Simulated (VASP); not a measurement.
A run of VASP 6.6.1 is set up as follows.

File INCAR:

```
SYSTEM = NiO
PREC = Accurate
ENCUT = 520
EDIFF = 1E-6
ISMEAR = 0
SIGMA = 0.05
LREAL = .False.
LASPH = .True.
NELM = 150
ALGO = Normal
ISIF = 2
LWAVE = .False.
LCHARG = .False.
ISPIN = 2
MAGMOM = 1.91 0.21
LORBIT = 11
LMAXMIX = 4
LDAU = .True.
LDAUTYPE = 2
LDAUL = 2 -1
LDAUU = 6.2 0
LDAUJ = 0 0
LDAUPRINT = 1
GGA = PE
NBANDS = 19
```

File KPOINTS:

```
regular mesh
0
Gamma
  10 10 10
  0 0 0
```

The input POSCAR:

```
NiO
1.0
    0.0000000000      2.1338354365      2.1338354365
    2.1338354365      0.0000000000      2.1338354365
    2.1338354365      2.1338354365      0.0000000000
Ni O
1 1
Direct
    0.0000000000      0.0000000000      0.0000000000
    0.5000000000      0.5000000000      0.5000000000
```

Potentials or basis: VASP PAW PBE potentials, release 64 (Ni, O).

Command:

```console
$ cat potpaw_PBE.64/Ni/POTCAR potpaw_PBE.64/O/POTCAR > POTCAR
$ mpirun -np 1 vasp_std > vasp.out
```

**Question.** What does it give for the site moments?

**Answer.** Ni +1.83; O +0.16 μB.

**Question.** Predict the band gap on the k mesh.

**Answer.** 2.36 eV, indirect (least direct gap 3.14 eV).

**Question.** Predict the net moment.

**Answer.** 2.00 μB per cell.

Eigenvalues of the final occupation matrices:
```tsv
site	spin	trace	eigenvalues
site 1 d	1	5.00	0.98 0.98 0.98 1.03 1.03
site 1 d	2	3.20	0.13 0.13 0.98 0.98 0.98
```

Caveat: a cell with one magnetic atom can't hold antiferromagnetic order, which such compounds often take. A k mesh can miss the band edges.
